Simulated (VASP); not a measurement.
Cu, 2 atoms in the cell. Symmetry: Cmcm, No. 63, orthorhombic system. Conventional cell: a = 2.207 Å, b = 7.794 Å, c = 2.429 Å, α = 90.00°, β = 90.00°, γ = 90.00°. Within 2.9 Å of Cu (site symmetry m2m) lie 10 Cu at 2.21 to 2.44 Å. 

* Program: VASP 6.6.1
* Task: single point
* Functional: PBEsol
* Potentials or basis: VASP PAW PBE potentials, release 64 (Cu)
* Cutoff: 520 eV
* k mesh: 22 × 22 × 20
* Occupations: gaussian, width 0.15 eV
* Spin: no spin polarisation
* Dipole correction: no
* Further INCAR settings: ALGO = Fast; EDIFF = 1e-06; NBANDS = 18

Potentials or basis: VASP PAW PBE potentials, release 64 (Cu).

The run is started by

```bash
$ cat potpaw_PBE.64/Cu/POTCAR > POTCAR
$ mpirun -np 1 vasp_std > vasp.out
```

Hardware: 1 thread of Intel(R) Xeon(R) Platinum 8488C (Sapphire Rapids) (shared host).

Q: How long does it take, and how much memory?

A: It took 9.5 min on 1 thread of Intel(R) Xeon(R) Platinum 8488C (Sapphire Rapids), on a shared host, peak memory 0.53 GiB. Counts: scf iterations 16, k points 1463.
